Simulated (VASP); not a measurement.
A run of VASP 6.6.1:

File POSCAR:

```
MgO
1.0
    0.0000000000      2.1905000000      2.1905000000
    2.1905000000      0.0000000000      2.1905000000
    2.1905000000      2.1905000000      0.0000000000
Mg O
1 1
Direct
    0.0000000000      0.0000000000      0.0000000000
    0.5000000000      0.5000000000      0.5000000000
```

File INCAR.step1:

```
SYSTEM = MgO
  PREC = Accurate
  ENCUT = 520
  ISMEAR = 0
  SIGMA = 0.01
  LREAL = .FALSE.
  LASPH = .TRUE.
  NELM = 100
  NBANDS = 11
  GGA = PE
  ALGO = Normal
  EDIFF = 1E-4
  LWAVE = .TRUE.
  LCHARG = .FALSE.
```

INCAR.step2

```
SYSTEM = MgO
  PREC = Accurate
  ENCUT = 520
  EDIFF = 1E-6
  ISMEAR = 0
  SIGMA = 0.01
  LREAL = .FALSE.
  LASPH = .TRUE.
  NELM = 100
  ALGO = Normal
  ISIF = 2
  LWAVE = .FALSE.
  LCHARG = .TRUE.
  METAGGA = R2SCAN
  LMIXTAU = .TRUE.
  LELF = .TRUE.
  LVHAR = .TRUE.
  NBANDS = 11
  ISTART = 1
```

Contents of KPOINTS:

```
Automatic mesh
0
G
  8 8 8
  0 0 0
```

Potentials or basis: VASP PAW PBE potentials, release 64 (Mg, O).

Launch:

```bash
$ cat potpaw_PBE.64/Mg/POTCAR potpaw_PBE.64/O/POTCAR > POTCAR
$ cp INCAR.step1 INCAR
$ mpirun -np 1 vasp_std > vasp.out
$ cp INCAR.step2 INCAR
$ mpirun -np 1 vasp_std > vasp.out
```

Hardware: 1 thread of Intel Xeon 6975P-C, with other jobs on the host.

Question: How long does it take, and how much memory?

Answer: Run time: 27 s on 1 thread of Intel Xeon 6975P-C (shared host), peak memory 0.14 GiB. Counts: k points 29.
